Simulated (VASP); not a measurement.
# Rh (Cmcm) in VASP: single point with r2SCAN

Aim: the single point of Rh with r2SCAN.

All numbers are computed with VASP 6.6.1; they aren't measurements. Logs are shortened: lines on timing, memory, paths and dates and some standing lists are left out, and cuts for length are marked.

### 1 The cell of the first run

Symmetry: Cmcm, No. 63, orthorhombic system. The conventional cell has a = 2.868 Å, b = 4.730 Å, c = 4.428 Å, α = 90.00°, β = 90.00°, γ = 90.00°. Rh (site symmetry m2m) has 12 Rh at 2.72 to 2.87 Å within 3.6 Å.

### 2 Single point, r2SCAN (strain +0.0500 x Voigt [1, 0, 0, 0, 0, 0])

File POSCAR:

```
Rh
1.0
    2.8675279943      0.0000000000      0.0000000000
   -1.4337639972      2.3650972278      0.0000000000
    0.0000000000      0.0000000000      4.4284890000
Rh
2
Direct
    0.6666666667      0.3333333333      0.7500000000
    0.3333333333      0.6666666667      0.2500000000
```

File INCAR.step1:

```
SYSTEM = Rh
PREC = Accurate ; ENCUT = 520
ISMEAR = 0 ; SIGMA = 0.15
LREAL = .False. ; LASPH = .True.
NELM = 100 ; NBANDS = 22
GGA = PE ; ALGO = Normal
EDIFF = 1E-4 ; LWAVE = .True.
LCHARG = .False.
```

File INCAR.step2:

```
SYSTEM = Rh
PREC = Accurate ; ENCUT = 520
EDIFF = 1E-6 ; ISMEAR = 0
SIGMA = 0.15 ; LREAL = .False.
LASPH = .True. ; NELM = 100
ALGO = Normal ; ISIF = 2
LWAVE = .False. ; LCHARG = .True.
METAGGA = R2SCAN ; LMIXTAU = .True.
LELF = .True. ; LVHAR = .True.
NBANDS = 22 ; ISTART = 1
```

File KPOINTS:

```
regular mesh
0
Gamma
  18 18 12
  0 0 0
```

Potentials or basis: VASP PAW PBE potentials, release 64 (Rh_pv).

On the command line:

```
cat potpaw_PBE.64/Rh_pv/POTCAR > POTCAR
cp INCAR.step1 INCAR
mpirun -np 1 vasp_std > vasp.out
cp INCAR.step2 INCAR
mpirun -np 1 vasp_std > vasp.out
```

OUTCAR:

```text
SYSTEM = Rh
   PREC = Accurate
   ENCUT = 520
   EDIFF = 1E-6
   ISMEAR = 0
   LREAL = .False.
   LASPH = .True.
   NELM = 100
   ISIF = 2
   METAGGA = R2SCAN
   ISTART = 1

 ion  position               nearest neighbor table
   1  0.667  0.333  0.750-   2 2.72   2 2.72   2 2.75   2 2.75   2 2.75   2 2.75
   2  0.333  0.667  0.250-   1 2.72   1 2.72   1 2.75   1 2.75   1 2.75   1 2.75

  Warning from LATTYP: Monoclinic adjustment (A1->A3, A2->A1, A3->A2)!
  LATTYP: Found a base centered orthorhombic cell.
 ALAT       =     2.8675279943
 B/A-ratio  =     1.6495721977
 C/A-ratio  =     1.5443577216

  Lattice vectors:

 A1 = (   1.4337639972,  -2.3650972278,   0.0000000000)
 A2 = (   1.4337639971,   2.3650972278,   0.0000000000)
 A3 = (   0.0000000000,   0.0000000000,   4.4284890000)

Analysis of symmetry for initial positions (statically):
=====================================================================
 Subroutine PRICEL returns:
 Original cell was already a primitive cell.

 Routine SETGRP: Setting up the symmetry group for a
 base centered orthorhombic supercell.

 Subroutine GETGRP returns: Found  8 space group operations
 (whereof  4 operations were pure point group operations)
 out of a pool of  8 trial point group operations.

The static configuration has the point symmetry C_2h.
 The point group associated with its full space group is D_2h.

Analysis of symmetry for dynamics (positions and initial velocities):
=====================================================================
 Subroutine PRICEL returns:
 Original cell was already a primitive cell.

 Routine SETGRP: Setting up the symmetry group for a
 base centered orthorhombic supercell.

 Subroutine GETGRP returns: Found  8 space group operations
 (whereof  4 operations were pure point group operations)
 out of a pool of  8 trial point group operations.

The dynamic configuration has the point symmetry C_2h.
 The point group associated with its full space group is D_2h.

 Subroutine INISYM returns: Found  8 space group operations
 (whereof  4 operations are pure point group operations),
 and found     1 'primitive' translations

----------------------------------------------------------------------------------------

                                     Primitive cell

  volume of cell :      30.0339

  direct lattice vectors                    reciprocal lattice vectors
     2.867527994  0.000000000  0.000000000     0.348732428  0.211407799  0.000000000
    -1.433763997  2.365097228  0.000000000     0.000000000  0.422815599  0.000000000
     0.000000000  0.000000000  4.428489000     0.000000000  0.000000000  0.225810655

  length of vectors
     2.867527994  2.765748379  4.428489000     0.407808244  0.422815599  0.225810655

  position of ions in fractional coordinates (direct lattice)
     0.666666667  0.333333333  0.750000000
     0.333333333  0.666666667  0.250000000

  ion indices of the primitive-cell ions
   primitive index   ion index
                 1           1
                 2           2

----------------------------------------------------------------------------------------

 KPOINTS: regular mesh

Automatic generation of k-mesh.
 Grid dimensions read from file:
 generate k-points for:   18   18   12

 Generating k-lattice:

  Cartesian coordinates                     Fractional coordinates (reciprocal lattice)
     0.019374024  0.011744878  0.000000000     0.055555556  0.000000000  0.000000000
     0.000000000  0.023489755  0.000000000     0.000000000  0.055555556  0.000000000
     0.000000000  0.000000000  0.018817555     0.000000000  0.000000000  0.083333333

  Length of vectors
     0.022656014  0.023489755  0.018817555

  Shift w.r.t. Gamma in fractional coordinates (k-lattice)
     0.000000000  0.000000000  0.000000000

 Subroutine IBZKPT returns following result:
 ===========================================

 Found    637 irreducible k-points:

 Following reciprocal coordinates:
            Coordinates               Weight
  0.000000  0.000000  0.000000      1.000000
  0.055556  0.000000  0.000000      4.000000
  0.111111  0.000000  0.000000      4.000000
  0.166667  0.000000  0.000000      4.000000
  0.222222  0.000000  0.000000      4.000000
  0.277778  0.000000  0.000000      4.000000
[... 16 lines left out ...]
 -0.333333  0.055556  0.000000      4.000000
 -0.277778  0.055556  0.000000      4.000000
 [... further k-points ...]
   k-points           NKPTS =    637   k-points in BZ     NKDIM =    637   number of bands    NBANDS=     22
   number of dos      NEDOS =    301   number of ions     NIONS =      2
   total plane-waves  NPLWV =  20736
   dimension x,y,z NGX =    24 NGY =   24 NGZ =   36
   dimension x,y,z NGXF=    48 NGYF=   48 NGZF=   72
   ions per type =               2
   NGX,Y,Z   is equivalent  to a cutoff of  13.91, 14.43, 13.51 a.u.
   NGXF,Y,Z  is equivalent  to a cutoff of  27.83, 28.85, 27.03 a.u.
 SYSTEM =  Rh
   PREC   = accura    normal or accurate (medium, high low for compatibility)
   ISTART =      1    job   : 0-new  1-cont  2-samecut
   ICHARG =      0    charge: 1-file 2-atom 10-const
   ISPIN  =      1    spin polarized calculation?
   LNONCOLLINEAR =      F non collinear calculations
   LSORBIT =      F    spin-orbit coupling
   LASPH  =      T    aspherical Exc in radial PAW
   ENCUT  =  520.0 eV  38.22 Ry    6.18 a.u.   5.33  5.14  8.23*2*pi/ulx,y,z
   NELM   =    100;   NELMIN=  2; NELMDL=  0     # of ELM steps
   EDIFF  = 0.1E-05   stopping-criterion for ELM
   LREAL  =      F    real-space projection
   EDIFFG = 0.1E-04   stopping-criterion for IOM
   NSW    =      0    number of steps for IOM
   IBRION =     -1    ionic relax: 0-MD 1-quasi-New 2-CG
   NFREE  =      0    steps in history (QN), initial steepest desc. (CG)
   ISIF   =      2    stress and relaxation
   ISYM   =      2    0-nonsym 1-usesym 2-fastsym
   POTIM  = 0.5000    time-step for ionic-motion
   TEBEG  =    0.0;   TEEND  =   0.0 temperature during run
   PSTRESS=    0.0 pullay stress
   NELECT =      30.0000    total number of electrons
   NUPDOWN=      -1.0000    fix difference up-down
   EMIN   =  10.00;   EMAX   =-10.00  energy-range for DOS
   EFERMI =   0.00;   METHOD = LEGACY
   ISMEAR =     0;   SIGMA  =   0.15  broadening in eV -4-tet -1-fermi 0-gaus
   EFERMI_NEDOS =   21; number of points for ismear=-14 and -15
   IALGO  =     38    algorithm
   IMIX   =      4    mixing-type and parameters
     AMIX     =   0.40;   BMIX     =  1.00
     AMIX_MAG =   1.60;   BMIX_MAG =  1.00
  volume/ion in A,a.u.               =      15.02       101.34
  Fermi-wavevector in a.u.,A,eV,Ry     =   1.636482  3.092502 36.437389  2.678073
  Thomas-Fermi vector in A             =   2.727781
   LORBIT       =      0    0 simple, 1 ext, 2 COOP (PROOUT), +10 PAW based schemes
   METAGGA = R2SCAN    functional components
   LHFCALC =     F    Hartree Fock is set to
   AEXX    =    0.0000 exact exchange contribution
   IVDW    =     0    specifies the selected vdW correction
   LEPSILON=     F    determine dielectric tensor
   LRPA    =     F    only Hartree local field effects (RPA)
 non-spin polarized calculation
 Gauss-broadening in eV      SIGMA  =   0.15
  energy-cutoff  :      520.00
  volume of cell :       30.03
 maximum number of plane-waves:       832
 NGX is ok and might be reduce to    24
   NGX = 11   NGY = 11   NGZ = 17

 number of electron      29.9999999 magnetization

 Free energy of the ion-electron system (eV)
  ---------------------------------------------------
  ext. energy  EPLUGINS =         0.00000000
  ---------------------------------------------------
  free energy    TOTEN  =       -48.02987276 eV

  energy without entropy =      -47.98847676  energy(sigma->0) =      -48.00917476

 E-fermi :  10.2822     XC(G=0): -14.5494

 val. band max:       10.2814016421   @ k =   0.3889   0.1667   0.3333
 cond. band min:      10.2834225385   @ k =   0.0556   0.0000   0.3333
 fundamental gap:      0.0020208964
 Fermi energy:        10.2821922114

 k-point     1 :       0.0000    0.0000    0.0000
  band No.  band energies     occupation
      1     -38.0613      2.00000
      2     -37.5114      2.00000
      3     -37.5107      2.00000
      4     -37.4348      2.00000
      5     -37.4156      2.00000
      6     -37.4118      2.00000
[... 14 lines left out ...]
     21      27.7346      0.00000
     22      27.7694      0.00000

 k-point     2 :       0.0556    0.0000    0.0000
  band No.  band energies     occupation
      1     -38.0557      2.00000
      2     -37.5228      2.00000
      3     -37.5144      2.00000
      4     -37.4375      2.00000
      5     -37.4267      2.00000
      6     -37.4143      2.00000
[... 14 lines left out ...]
     21      27.7343      0.00000
     22      27.7347      0.00000

 k-point     3 :       0.1111    0.0000    0.0000
  band No.  band energies     occupation
      1     -38.0394      2.00000
      2     -37.5563      2.00000
      3     -37.5244      2.00000
      4     -37.4614      2.00000
      5     -37.4456      2.00000
      6     -37.4187      2.00000
[... 14 lines left out ...]
     21      27.7343      0.00000
     22      27.7345      0.00000

 k-point     4 :       0.1667    0.0000    0.0000
  band No.  band energies     occupation
      1     -38.0134      2.00000
      2     -37.6075      2.00000
      3     -37.5413      2.00000
      4     -37.5124      2.00000
      5     -37.4591      2.00000
      6     -37.4255      2.00000
[... 14 lines left out ...]
     21      27.7344      0.00000
     22      27.7402      0.00000

 k-point     5 :       0.2222    0.0000    0.0000
  band No.  band energies     occupation
      1     -37.9794      2.00000
      2     -37.6703      2.00000
      3     -37.5852      2.00000
      4     -37.5506      2.00000
      5     -37.4777      2.00000
      6     -37.4342      2.00000
[... 14 lines left out ...]
     21      27.7344      0.00000
     22      27.7374      0.00000

 k-point     6 :       0.2778    0.0000    0.0000
  band No.  band energies     occupation
      1     -37.9398      2.00000
      2     -37.7373      2.00000
      3     -37.6511      2.00000
      4     -37.5706      2.00000
      5     -37.5010      2.00000
      6     -37.4438      2.00000
[... 14 lines left out ...]
     21      26.5867      0.00000
     22      27.6792      0.00000

 k-point     7 :       0.3333    0.0000    0.0000
  band No.  band energies     occupation
      1     -37.8977      2.00000
      2     -37.8003      2.00000
      3     -37.7135      2.00000
      4     -37.5877      2.00000
      5     -37.5277      2.00000
      6     -37.4531      2.00000
[... 324 lines left out ...]
      6     -37.4769      2.00000
[... 14 lines left out ...]
     21      23.2709      0.00000
     22      24.5213      0.00000

 k-point    21 :      -0.4444    0.0556    0.0000
  band No.  band energies     occupation
      1     -37.8638      2.00000
      2     -37.8386      2.00000
      3     -37.7711      2.00000
      4     -37.6181      2.00000
      5     -37.5692      2.00000
      6     -37.4742      2.00000
[... 14 lines left out ...]
     21      23.6414      0.00000
     22      25.4855      0.00000

 k-point    22 :      -0.3889    0.0556    0.0000
  band No.  band energies     occupation
      1     -37.8757      2.00000
      2     -37.8189      2.00000
      3     -37.7258      2.00000
      4     -37.6089      2.00000
      5     -37.5430      2.00000
      6     -37.4682      2.00000
[... 14 lines left out ...]
     21      24.3457      0.00000
     22      26.3230      0.00000

 k-point    23 :      -0.3333    0.0556    0.0000
  band No.  band energies     occupation
      1     -37.9175      2.00000
      2     -37.7599      2.00000
      3     -37.6678      2.00000
      4     -37.5945      2.00000
      5     -37.5155      2.00000
      6     -37.4595      2.00000
[... 14 lines left out ...]
     21      25.2684      0.00000
     22      27.2396      0.00000

 k-point    24 :      -0.2778    0.0556    0.0000
  band No.  band energies     occupation
      1     -37.9586      2.00000
      2     -37.6942      2.00000
      3     -37.6050      2.00000
      4     -37.5750      2.00000
      5     -37.4905      2.00000
      6     -37.4494      2.00000
[... 14 lines left out ...]
     21      26.2730      0.00000
     22      27.7344      0.00000

 [... further k-points ...]

------------------------ aborting loop because EDIFF is reached ----------------------------------------

  FORCE on cell =-STRESS in cart. coord.  units (eV):
  Direction    XX          YY          ZZ          XY          YZ          ZX
  --------------------------------------------------------------------------------------
  -------------------------------------------------------------------------------------
  Total       -4.3148416     -2.6750957     -3.1520841      0.0000000      0.0000000      0.0000000
  in kB     -230.1776768   -142.7044997   -168.1497163      0.0000000      0.0000000      0.0000000
  external PRESSURE =    -180.3439643 kB  Pullay stress =       0.0000000 kB

 VOLUME and BASIS-vectors are now :
 -----------------------------------------------------------------------------
  energy-cutoff  :      520.00
  volume of cell :       30.03
      direct lattice vectors                 reciprocal lattice vectors
     2.867527994  0.000000000  0.000000000     0.348732428  0.211407799  0.000000000
    -1.433763997  2.365097228  0.000000000     0.000000000  0.422815599  0.000000000
     0.000000000  0.000000000  4.428489000     0.000000000  0.000000000  0.225810655

 POSITION                                       TOTAL-FORCE (eV/Angst)
 -----------------------------------------------------------------------------------
      1.43376      0.78837      3.32137        -0.000000      0.076357      0.000000
     -0.00000      1.57673      1.10712         0.000000     -0.076357      0.000000
 -----------------------------------------------------------------------------------
    total drift:                               -0.000000      0.000000     -0.000000

  FREE ENERGIE OF THE ION-ELECTRON SYSTEM (eV)
  ---------------------------------------------------
  free  energy   TOTEN  =       -48.0298727630 eV

  energy  without entropy=      -47.9884767645  energy(sigma->0) =      -48.00917476
```

It took 24 min on 1 thread of Intel Xeon 8259CL, shared host; peak memory 0.43 GiB.

What came out:

| Item | Value |
| --- | --- |
| Free energy | -48.0299 eV |
| Pressure | -18.0 GPa |
| Largest force | 0.076 eV/Å |
| Band gap on the k mesh | zero (bands 15 and 16 overlap by 2.10 eV) |

Forces in eV/Å, atoms in the order of the input:
```
Rh   0.000  0.076  0.000
Rh   0.000 -0.076  0.000
```

Levels at points of the mesh, in eV from the Fermi level:
| k point | band 13 | band 14 | band 15 | band 16 | band 17 | band 18 |
| --- | --- | --- | --- | --- | --- | --- |
| (0.00, 0.00, 0.00) | -1.94 | -1.92 | -1.82 | 0.05 | 0.18 | 1.21 |
| (0.50, 0.00, 0.00) | -2.02 | 0.20 | 0.51 | 0.63 | 2.78 | 4.74 |
| (0.00, 0.50, 0.00) | -1.70 | 0.38 | 0.55 | 0.68 | 3.12 | 5.23 |
| (0.00, 0.00, 0.50) | -2.59 | -2.59 | -0.49 | -0.49 | -0.31 | -0.31 |
| (0.50, 0.00, 0.50) | -0.29 | -0.29 | 0.42 | 0.42 | 2.60 | 2.60 |
| (0.00, 0.50, 0.50) | -0.19 | -0.19 | 0.55 | 0.55 | 3.01 | 3.01 |

Caveat: the cell differs from its parent crystal (strain +0.0500 x Voigt [1, 0, 0, 0, 0, 0]); the stress differs along the axes, from -23 to -14 GPa; the PAW data sets were made with another functional, which shifts forces and pressure a little.
